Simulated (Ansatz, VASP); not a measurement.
## One calculation of C, two programs

```xyz
2
Lattice="0.0000 1.8183 1.8183 1.8183 0.0000 1.8183 1.8183 1.8183 0.0000" Properties=species:S:1:pos:R:3 pbc="T T T"
C     2.7275    2.7275    2.7275
C     1.8183    1.8183    1.8183
```

Alike in both runs: task single point; functional LDA; k mesh 13 × 13 × 13; occupations fermi-dirac, width 0.05 eV; no spin polarisation.

```csv
,VASP,Ansatz
version,VASP 6.6.1,Ansatz 0.2.0
potentials or method,"VASP PAW LDA potentials, release 64 (C)",Ansatz PAW
plane-wave cutoff (eV),520,420
valence electrons in the cell,8,8
```

Ansatz gave:

| Item | Value |
| --- | --- |
| gap on the k mesh at the Fermi level (eV) | 3.98 |
| least direct gap on the mesh (eV) | 5.38 |

Question: Estimate VASP's values.

Answer: gap on the k mesh at the Fermi level (eV): 3.97; least direct gap on the mesh (eV): 5.38.

LDA's correlation is that of Perdew and Zunger in VASP and of Perdew and Wang (1992) in Ansatz.

Noted on Ansatz's run: Pulay correction over one GPa; odd divisions of the mesh miss points on the zone boundary, where band edges often lie, so the gap on the mesh can be too wide.
